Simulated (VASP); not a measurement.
# ScAl3 (Pm-3m) in VASP: vibrations by perturbation theory with PBEsol

Aim: the vibrations by perturbation theory of ScAl3 with PBEsol.

Everything below comes from runs of VASP 6.6.1. Logs are shortened: lines on timing, memory, paths and dates and some standing lists are left out, and cuts for length are marked.

### 1 The cell of the first run

Symmetry: Pm-3m, No. 221, cubic system. Conventional cell: a = 4.088 Å, b = 4.088 Å, c = 4.088 Å, α = 90.00°, β = 90.00°, γ = 90.00°. Within 3.8 Å of Sc (site symmetry m-3m) lie 12 Al at 2.89 Å. Within 3.8 Å of Al (site symmetry 4/mmm) lie 4 Sc at 2.89 Å and 8 Al at 2.89 Å.

### 2 Vibrations by perturbation theory, PBEsol

INCAR reads:

```
  PREC = Accurate
  ENCUT = 520
  EDIFF = 1E-8
  ISMEAR = -1
  SIGMA = 0.1
  LREAL = False
  LASPH = True
  NELM = 60
  ALGO = Normal
  ISIF = 2
  LWAVE = False
  LCHARG = False
  GGA = PS
  IBRION = 8
  NSW = 1
```

KPOINTS reads:

```
regular mesh
0
Gamma
  8 8 8
```

POSCAR reads:

```
ScAl3
1.0
    4.0878065700      0.0000000000      0.0000000000
    0.0000000000      4.0878065700      0.0000000000
    0.0000000000      0.0000000000      4.0878065700
Sc Al
1 3
Direct
    0.0000000000      0.0000000000      0.0000000000
    0.4999999988      0.0000000000      0.4999999988
    0.0000000000      0.4999999988      0.4999999988
    0.4999999988      0.4999999988      0.0000000000
```

Potentials or basis: VASP PAW PBE potentials, release 64 (Sc_sv, Al).

The run is started by

```console
$ cat potpaw_PBE.64/Sc_sv/POTCAR potpaw_PBE.64/Al/POTCAR > POTCAR
$ mpirun -np 1 vasp_std > vasp.out
```

OUTCAR:

```text
PREC = Accurate
   ENCUT = 520
   EDIFF = 1E-8
   ISMEAR = -1
   LREAL = False
   LASPH = True
   NELM = 60
   ISIF = 2
   GGA = PS
   IBRION = 8
   NSW = 1

 ion  position               nearest neighbor table
   1  0.000  0.000  0.000-   2 2.89   3 2.89   4 2.89   2 2.89   3 2.89   3 2.89   4 2.89   2 2.89
                             4 2.89   3 2.89   2 2.89   4 2.89
   2  0.500  0.000  0.500-   1 2.89   3 2.89   4 2.89   4 2.89   1 2.89   3 2.89   1 2.89   3 2.89
                             4 2.89   4 2.89   3 2.89   1 2.89
   3  0.000  0.500  0.500-   1 2.89   2 2.89   4 2.89   4 2.89   1 2.89   2 2.89   1 2.89   2 2.89
                             4 2.89   4 2.89   1 2.89   2 2.89
   4  0.500  0.500  0.000-   1 2.89   2 2.89   3 2.89   2 2.89   1 2.89   3 2.89   1 2.89   2 2.89
                             3 2.89   2 2.89   1 2.89   3 2.89

  LATTYP: Found a simple cubic cell.
 ALAT       =     4.0878065700

  Lattice vectors:

 A1 = (   4.0878065700,   0.0000000000,   0.0000000000)
 A2 = (   0.0000000000,   4.0878065700,   0.0000000000)
 A3 = (   0.0000000000,   0.0000000000,   4.0878065700)

Analysis of symmetry for initial positions (statically):
=====================================================================
 Subroutine PRICEL returns:
 Original cell was already a primitive cell.

 Routine SETGRP: Setting up the symmetry group for a
 simple cubic supercell.

 Subroutine GETGRP returns: Found 48 space group operations
 (whereof 48 operations were pure point group operations)
 out of a pool of 48 trial point group operations.

The static configuration has the point symmetry O_h .

Analysis of symmetry for dynamics (positions and initial velocities):
=====================================================================
 Subroutine PRICEL returns:
 Original cell was already a primitive cell.

 Routine SETGRP: Setting up the symmetry group for a
 simple cubic supercell.

 Subroutine GETGRP returns: Found 48 space group operations
 (whereof 48 operations were pure point group operations)
 out of a pool of 48 trial point group operations.

The dynamic configuration has the point symmetry O_h .

 Subroutine INISYM returns: Found 48 space group operations
 (whereof 48 operations are pure point group operations),
 and found     1 'primitive' translations

----------------------------------------------------------------------------------------

                                     Primitive cell

  volume of cell :      68.3079

  direct lattice vectors                    reciprocal lattice vectors
     4.087806570  0.000000000  0.000000000     0.244629970  0.000000000  0.000000000
     0.000000000  4.087806570  0.000000000     0.000000000  0.244629970  0.000000000
     0.000000000  0.000000000  4.087806570     0.000000000  0.000000000  0.244629970

  length of vectors
     4.087806570  4.087806570  4.087806570     0.244629970  0.244629970  0.244629970

  position of ions in fractional coordinates (direct lattice)
     0.000000000  0.000000000  0.000000000
     0.499999999  0.000000000  0.499999999
     0.000000000  0.499999999  0.499999999
     0.499999999  0.499999999  0.000000000

  ion indices of the primitive-cell ions
   primitive index   ion index
                 1           1
[... 145 lines left out ...]
     13       8.4980      0.00001
     14       8.4980      0.00001
[... 377 lines left out ...]
      1     -41.5436      2.00000
      2     -20.3732      2.00000
      3     -20.3680      2.00000
      4     -20.3441      2.00000
      5       0.1554      2.00000
      6       1.1982      2.00000
      7       2.3149      2.00000
      8       3.6237      2.00000
      9       5.7328      2.00000
     10       6.2560      1.99987
     11       7.3923      0.29555
     12       9.0343      0.00000
     13       9.6178      0.00000
     14      10.1420      0.00000

 [... further k-points ...]
[... 5 lines left out ...]
  --------------------------------------------------------------------------------------
  -------------------------------------------------------------------------------------
  Total       -0.3710456     -0.3710456     -0.3710456      0.0000000      0.0000000      0.0000000
  in kB       -8.7029574     -8.7029574     -8.7029574      0.0000000      0.0000000      0.0000000
  external PRESSURE =      -8.7029574 kB  Pullay stress =       0.0000000 kB

 VOLUME and BASIS-vectors are now :
 -----------------------------------------------------------------------------
  energy-cutoff  :      520.00
  volume of cell :       68.31
      direct lattice vectors                 reciprocal lattice vectors
     4.087806570  0.000000000  0.000000000     0.244629970  0.000000000  0.000000000
     0.000000000  4.087806570  0.000000000     0.000000000  0.244629970  0.000000000
     0.000000000  0.000000000  4.087806570     0.000000000  0.000000000  0.244629970

 POSITION                                       TOTAL-FORCE (eV/Angst)
 -----------------------------------------------------------------------------------
      0.00000      0.00000      0.00000         0.000000      0.000000      0.000000
      2.04390      0.00000      2.04390         0.000000      0.000000      0.000000
      0.00000      2.04390      2.04390         0.000000      0.000000      0.000000
      2.04390      2.04390      0.00000         0.000000      0.000000      0.000000
 -----------------------------------------------------------------------------------
    total drift:                               -0.000001     -0.000001     -0.000001

  FREE ENERGIE OF THE ION-ELECTRON SYSTEM (eV)
  ---------------------------------------------------
  free  energy   TOTEN  =       -20.7844916401 eV

  energy  without entropy=      -20.7402972651  energy(sigma->0) =      -20.76239445

[... ionic steps 2 to 3 ...]

--------------------------------------- Ionic step        4  -------------------------------------------

------------------------ aborting loop because EDIFF is reached ----------------------------------------

[... ionic steps 5 to 6 ...]

--------------------------------------- Ionic step        7  -------------------------------------------

------------------------ aborting loop because EDIFF is reached ----------------------------------------

--------------------------------------- Ionic step        8  -------------------------------------------

 Free energy of the ion-electron system (eV)
  ---------------------------------------------------
  ---------------------------------------------------
  free energy    TOTEN  =        -0.00730223 eV

  energy without entropy =       -0.00730223

------------------------ aborting loop because EDIFF is reached ----------------------------------------

 INTERNAL STRAIN TENSOR  FOR ION    2  DIRECTION 2   (eV/Angst):
 -----------------------------------------------------------------------------
    -0.00581  0.00000  0.00000
    -0.00000  0.00553 -0.00000
     0.00000  0.00000 -0.00581

 INTERNAL STRAIN TENSOR FOR ION    4 for displacements in x,y,z  (eV/Angst):
          X           Y           Z          XY          YZ          ZX
  --------------------------------------------------------------------------------
  x     0.00000     0.00000     0.00000     0.00000     0.00000     0.00000
  y     0.00000     0.00000     0.00000     0.00000     0.00000     0.00000
  z     0.00000     0.00000     0.00000     0.00000     0.00000     0.00000

 SECOND DERIVATIVES (NOT SYMMETRIZED)
 ------------------------------------
               1X          1Y          1Z          2X          2Y          2Z          3X          3Y          3Z          4X          4Y          4Z
  1X    -9.517643    0.000000    0.000000    4.261273   -0.000000   -0.000000    0.995097   -0.000000    0.000000    4.261273    0.000000    0.000000
  1Y     0.000000   -9.517643    0.000000    0.000000    0.995097    0.000000    0.000000    4.261273   -0.000000   -0.000000    4.261273    0.000000
  1Z     0.000000    0.000000   -9.517643    0.000000    0.000000    4.261273   -0.000000   -0.000000    4.261273   -0.000000    0.000000    0.995097
  2X     4.265225    0.000000    0.000000   -6.300467    0.000000    0.000000    1.866038    0.000000    0.000000    0.169204    0.000000    0.000000
  2Y     0.000000    0.998845   -0.000000    0.000000   -4.731053   -0.000000   -0.000000    1.866104   -0.000000    0.000000    1.866104    0.000000
  2Z     0.000000    0.000000    4.265225    0.000000    0.000000   -6.300467    0.000000    0.000000    0.169204    0.000000    0.000000    1.866038
  3X     0.998845   -0.000000    0.000000    1.866104    0.000000    0.000000   -4.731053   -0.000000    0.000000    1.866104   -0.000000   -0.000000
  3Y     0.000000    4.265225    0.000000    0.000000    1.866038    0.000000    0.000000   -6.300467    0.000000    0.000000    0.169204    0.000000
  3Z     0.000000    0.000000    4.265225    0.000000    0.000000    0.169204    0.000000    0.000000   -6.300467    0.000000    0.000000    1.866038
  4X     4.265225    0.000000    0.000000    0.169204    0.000000    0.000000    1.866038    0.000000    0.000000   -6.300467    0.000000    0.000000
  4Y     0.000000    4.265225    0.000000    0.000000    1.866038    0.000000    0.000000    0.169204    0.000000    0.000000   -6.300467    0.000000
  4Z    -0.000000   -0.000000    0.998845   -0.000000    0.000000    1.866104    0.000000   -0.000000    1.866104   -0.000000   -0.000000   -4.731053

 Eigenvectors and eigenvalues of the dynamical matrix
 ----------------------------------------------------

   1 f  =    9.951646 THz    62.528035 2PiTHz  331.951176 cm-1    41.156682 meV
             X         Y         Z           dx          dy          dz
      0.000000  0.000000  0.000000    -0.341435    0.185247    0.493441
      2.043903  0.000000  2.043903     0.284950    0.069962   -0.411809
      0.000000  2.043903  2.043903    -0.128950   -0.154601   -0.411809
      2.043903  2.043903  0.000000     0.284950   -0.154601    0.186358
[... 71 lines left out ...]
  12 f/i=    0.002768 THz     0.017392 2PiTHz    0.092334 cm-1     0.011448 meV
             X         Y         Z           dx          dy          dz
      0.000000  0.000000  0.000000    -0.363440    0.472803   -0.041946
      2.043903  0.000000  2.043903    -0.281394    0.365964   -0.032477
      0.000000  2.043903  2.043903    -0.281314    0.366069   -0.032477
      2.043903  2.043903  0.000000    -0.281394    0.366069   -0.032468

--------------------------------------------------------------------------------------------------------

 ELASTIC MODULI CONTR FROM IONIC RELAXATION (kBar)
 Direction    XX          YY          ZZ          XY          YZ          ZX
 --------------------------------------------------------------------------------
 XX           0.0000      0.0000      0.0000      0.0000      0.0000      0.0000
 YY           0.0000      0.0000      0.0000      0.0000      0.0000      0.0000
 ZZ           0.0000      0.0000      0.0000      0.0000      0.0000      0.0000
 XY           0.0000      0.0000      0.0000      0.0000      0.0000      0.0000
 YZ           0.0000      0.0000      0.0000      0.0000      0.0000      0.0000
 ZX           0.0000      0.0000      0.0000      0.0000      0.0000      0.0000
 --------------------------------------------------------------------------------
```

Run time: 9.6 min. Hardware: 1 thread of Intel Xeon 8259CL, shared host; peak memory 0.38 GiB.

Results:

```
Highest phonon frequency at Γ : 332 cm⁻¹
```

Phonon frequencies in cm⁻¹ (negative: imaginary):
```csv
q point,frequencies
"(0.000, 0.000, 0.000)",0 0 0 238 238 238 255 255 255 332 332 332
```

Caveat: the PAW data sets were made with another functional, which shifts forces and pressure a little.
